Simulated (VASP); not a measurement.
# AgBr (Fm-3m) in VASP: further runs

The runs below take AgBr through single point, with LDA.

All numbers are computed with VASP 6.6.1; they aren't measurements. Logs are shortened: lines on timing, memory, paths and dates and some standing lists are left out, and cuts for length are marked.

### 1 The cell of the first run

Symmetry: Fm-3m, No. 225, cubic system. Conventional cell: a = 5.584 Å, b = 5.584 Å, c = 5.584 Å, α = 90.00°, β = 90.00°, γ = 90.00°. Ag (site symmetry m-3m) has 6 Br at 2.79 Å within 3.7 Å. Within 3.7 Å of Br (site symmetry m-3m) lie 6 Ag at 2.79 Å.

### 2 Single point, LDA

The input, INCAR:

```
SYSTEM = AgBr
PREC = Accurate ; ENCUT = 500
EDIFF = 1E-6 ; ISMEAR = 0
SIGMA = 0.02 ; LREAL = .FALSE.
LASPH = .TRUE. ; NELM = 120
ALGO = Normal ; ISIF = 2
LWAVE = .FALSE. ; LCHARG = .FALSE.
GGA = CA ; NBANDS = 16
GGA_COMPAT = .FALSE.
```

The input, KPOINTS:

```
Automatic mesh
0
G
  12 12 12
  0 0 0
```

The input, POSCAR:

```
AgBr
1.0
    0.0000000000      2.7921489820      2.7921489820
    2.7921489820      0.0000000000      2.7921489820
    2.7921489820      2.7921489820      0.0000000000
Ag Br
1 1
Direct
    0.5000000000      0.5000000000      0.5000000000
    0.0000000000      0.0000000000      0.0000000000
```

Potentials or basis: VASP PAW LDA potentials, release 64 (Ag, Br).

The run is started by

```console
$ cat potpaw_LDA.64/Ag/POTCAR potpaw_LDA.64/Br/POTCAR > POTCAR
$ mpirun -np 1 vasp_std > vasp.out
```

OUTCAR:

```text
SYSTEM = AgBr
   PREC = Accurate
   ENCUT = 500
   EDIFF = 1E-6
   ISMEAR = 0
   LREAL = .FALSE.
   LASPH = .TRUE.
   NELM = 120
   ISIF = 2
   GGA = CA

 ion  position               nearest neighbor table
   1  0.500  0.500  0.500-   2 2.79   2 2.79   2 2.79   2 2.79   2 2.79   2 2.79
   2  0.000  0.000  0.000-   1 2.79   1 2.79   1 2.79   1 2.79   1 2.79   1 2.79

  LATTYP: Found a face centered cubic cell.
 ALAT       =     5.5842979640

  Lattice vectors:

 A1 = (   0.0000000000,   2.7921489820,   2.7921489820)
 A2 = (   2.7921489820,   0.0000000000,   2.7921489820)
 A3 = (   2.7921489820,   2.7921489820,   0.0000000000)

Analysis of symmetry for initial positions (statically):
=====================================================================
 Subroutine PRICEL returns:
 Original cell was already a primitive cell.

 Routine SETGRP: Setting up the symmetry group for a
 face centered cubic supercell.

 Subroutine GETGRP returns: Found 48 space group operations
 (whereof 48 operations were pure point group operations)
 out of a pool of 48 trial point group operations.

The static configuration has the point symmetry O_h .

Analysis of symmetry for dynamics (positions and initial velocities):
=====================================================================
 Subroutine PRICEL returns:
 Original cell was already a primitive cell.

 Routine SETGRP: Setting up the symmetry group for a
 face centered cubic supercell.

 Subroutine GETGRP returns: Found 48 space group operations
 (whereof 48 operations were pure point group operations)
 out of a pool of 48 trial point group operations.

The dynamic configuration has the point symmetry O_h .

 Subroutine INISYM returns: Found 48 space group operations
 (whereof 48 operations are pure point group operations),
 and found     1 'primitive' translations

----------------------------------------------------------------------------------------

                                     Primitive cell

  volume of cell :      43.5357

  direct lattice vectors                    reciprocal lattice vectors
     0.000000000  2.792148982  2.792148982    -0.179073539  0.179073539  0.179073539
     2.792148982  0.000000000  2.792148982     0.179073539 -0.179073539  0.179073539
     2.792148982  2.792148982  0.000000000     0.179073539  0.179073539 -0.179073539

  length of vectors
     3.948694959  3.948694959  3.948694959     0.310164468  0.310164468  0.310164468

  position of ions in fractional coordinates (direct lattice)
[... 75 lines left out ...]
   LSORBIT =      F    spin-orbit coupling
   LASPH  =      T    aspherical Exc in radial PAW
   ENCUT  =  500.0 eV  36.75 Ry    6.06 a.u.   7.20  7.20  7.20*2*pi/ulx,y,z
   NELM   =    120;   NELMIN=  2; NELMDL= -5     # of ELM steps
   EDIFF  = 0.1E-05   stopping-criterion for ELM
   LREAL  =      F    real-space projection
   EDIFFG = 0.1E-04   stopping-criterion for IOM
   NSW    =      0    number of steps for IOM
   IBRION =     -1    ionic relax: 0-MD 1-quasi-New 2-CG
   NFREE  =      0    steps in history (QN), initial steepest desc. (CG)
   ISIF   =      2    stress and relaxation
   ISYM   =      2    0-nonsym 1-usesym 2-fastsym
   POTIM  = 0.5000    time-step for ionic-motion
   TEBEG  =    0.0;   TEEND  =   0.0 temperature during run
   PSTRESS=    0.0 pullay stress
   NELECT =      18.0000    total number of electrons
   NUPDOWN=      -1.0000    fix difference up-down
   EMIN   =  10.00;   EMAX   =-10.00  energy-range for DOS
   EFERMI =   0.00;   METHOD = LEGACY
   ISMEAR =     0;   SIGMA  =   0.02  broadening in eV -4-tet -1-fermi 0-gaus
   EFERMI_NEDOS =   21; number of points for ismear=-14 and -15
   IALGO  =     38    algorithm
   IMIX   =      4    mixing-type and parameters
     AMIX     =   0.40;   BMIX     =  1.00
     AMIX_MAG =   1.60;   BMIX_MAG =  1.00
  volume/ion in A,a.u.               =      21.77       146.90
  Fermi-wavevector in a.u.,A,eV,Ry     =   1.219599  2.304708 20.237603  1.487422
  Thomas-Fermi vector in A             =   2.354846
   LORBIT       =      0    0 simple, 1 ext, 2 COOP (PROOUT), +10 PAW based schemes
   GGA     = CA    functional components
   LHFCALC =     F    Hartree Fock is set to
   AEXX    =    0.0000 exact exchange contribution
   IVDW    =     0    specifies the selected vdW correction
   LEPSILON=     F    determine dielectric tensor
   LRPA    =     F    only Hartree local field effects (RPA)
 non-spin polarized calculation
 Gauss-broadening in eV      SIGMA  =   0.02
  energy-cutoff  :      500.00
  volume of cell :       43.54
 maximum number of plane-waves:      1125
 NGX is ok and might be reduce to    30
   NGX = 15   NGY = 15   NGZ = 15

 number of electron      18.0000002 magnetization

 Free energy of the ion-electron system (eV)
  ---------------------------------------------------
  ext. energy  EPLUGINS =         0.00000000
  ---------------------------------------------------
  free energy    TOTEN  =        -6.41240220 eV

  energy without entropy =       -6.41240220  energy(sigma->0) =       -6.41240220

 E-fermi :   4.6646     XC(G=0): -10.6835

 val. band max:        4.5795816552   @ k =   0.5000   0.0000   0.0000
 cond. band min:       4.9967914569   @ k =   0.0000   0.0000   0.0000
 fundamental gap:      0.4172098018
 Fermi energy:         4.6646218583

 k-point     1 :       0.0000    0.0000    0.0000
  band No.  band energies     occupation
      1     -11.0879      2.00000
      2       1.3205      2.00000
      3       1.3205      2.00000
      4       1.3205      2.00000
      5       1.3229      2.00000
      6       1.3229      2.00000
[... 433 lines left out ...]
      3      -0.1466      2.00000
      4      -0.1412      2.00000
      5       1.6732      2.00000
      6       1.7015      2.00000
[... 8 lines left out ...]
     15      17.1135      0.00000
     16      18.1139      0.00000

 [... further k-points ...]
[... 5 lines left out ...]
  --------------------------------------------------------------------------------------
  -------------------------------------------------------------------------------------
  Total        0.0213225      0.0213225      0.0213225      0.0000000      0.0000000      0.0000000
  in kB        0.7846977      0.7846977      0.7846977      0.0000000      0.0000000      0.0000000
  external PRESSURE =       0.7846977 kB  Pullay stress =       0.0000000 kB

 VOLUME and BASIS-vectors are now :
 -----------------------------------------------------------------------------
  energy-cutoff  :      500.00
  volume of cell :       43.54
      direct lattice vectors                 reciprocal lattice vectors
     0.000000000  2.792148982  2.792148982    -0.179073539  0.179073539  0.179073539
     2.792148982  0.000000000  2.792148982     0.179073539 -0.179073539  0.179073539
     2.792148982  2.792148982  0.000000000     0.179073539  0.179073539 -0.179073539

 POSITION                                       TOTAL-FORCE (eV/Angst)
 -----------------------------------------------------------------------------------
      2.79215      2.79215      2.79215        -0.000000      0.000000      0.000000
      0.00000      0.00000      0.00000         0.000000     -0.000000     -0.000000
 -----------------------------------------------------------------------------------
    total drift:                                0.000000      0.000000      0.000000

  FREE ENERGIE OF THE ION-ELECTRON SYSTEM (eV)
  ---------------------------------------------------
  free  energy   TOTEN  =        -6.4124022001 eV

  energy  without entropy=       -6.4124022001  energy(sigma->0) =       -6.41240220
```

OSZICAR:

```text
N       E                     dE             d eps       ncg     rms          rms(c)
DAV:   1     0.858828306600E+02    0.85883E+02   -0.84145E+03  2304   0.992E+02
DAV:   2    -0.400837500539E+01   -0.89891E+02   -0.83021E+02  2816   0.209E+02
DAV:   3    -0.651715110983E+01   -0.25088E+01   -0.25028E+01  2808   0.357E+01
DAV:   4    -0.652654752104E+01   -0.93964E-02   -0.93960E-02  2912   0.251E+00
DAV:   5    -0.652662163888E+01   -0.74118E-04   -0.74117E-04  2816   0.216E-01    0.779E+00
DAV:   6    -0.642007826902E+01    0.10654E+00   -0.20949E-01  2896   0.652E+00    0.517E+00
DAV:   7    -0.641370267031E+01    0.63756E-02   -0.36794E-02  2608   0.134E+00    0.176E+00
DAV:   8    -0.641250470291E+01    0.11980E-02   -0.21845E-03  2768   0.460E-01    0.240E-01
DAV:   9    -0.641240175610E+01    0.10295E-03   -0.31079E-04  2864   0.172E-01    0.492E-02
DAV:  10    -0.641240220014E+01   -0.44405E-06   -0.69805E-06  2840   0.378E-02
   1 F= -.64124022E+01 E0= -.64124022E+01  d E =-.734731E-12
```

stdout:

```text
POSCAR found type information on POSCAR AgBr
 POSCAR found :  2 types and       2 ions
 scaLAPACK will be used
 LDA part: xc-table for (Slater(with rela. corr.)+CA(PZ))
 , standard interpolation
 POSCAR, INCAR and KPOINTS ok, starting setup
 FFT: planning ... GRIDC
 FFT: planning ... GRID_SOFT
 FFT: planning ... GRID
 WAVECAR not read
 entering main loop
```

Wall time 16 s (1 thread of Intel Xeon 6975P-C (Granite Rapids), shared host); peak memory 0.18 GiB.

Results:

* Free energy: -6.4124 eV
* Pressure: 0.1 GPa
* Band gap on the k mesh: 0.42 eV (least direct gap 2.66 eV)

Levels at points of the mesh, in eV from the valence-band top:
| k point | band 5 | band 6 | band 7 | band 8 | band 9 | band 10 | band 11 | band 12 | band 13 | band 14 |
| --- | --- | --- | --- | --- | --- | --- | --- | --- | --- | --- |
| (0.00, 0.00, 0.00) | -3.26 | -3.26 | -2.24 | -2.24 | -2.24 | 0.42 | 9.82 | 9.82 | 9.82 | 10.69 |
| (0.50, 0.00, 0.00) | -2.87 | -2.87 | -2.48 | 0.00 | 0.00 | 3.26 | 6.41 | 6.41 | 6.93 | 12.22 |
| (0.50, 0.50, 0.00) | -3.30 | -3.06 | -2.74 | -2.74 | -2.58 | 1.18 | 6.78 | 9.20 | 11.22 | 11.22 |

[end of part 1 of 2]
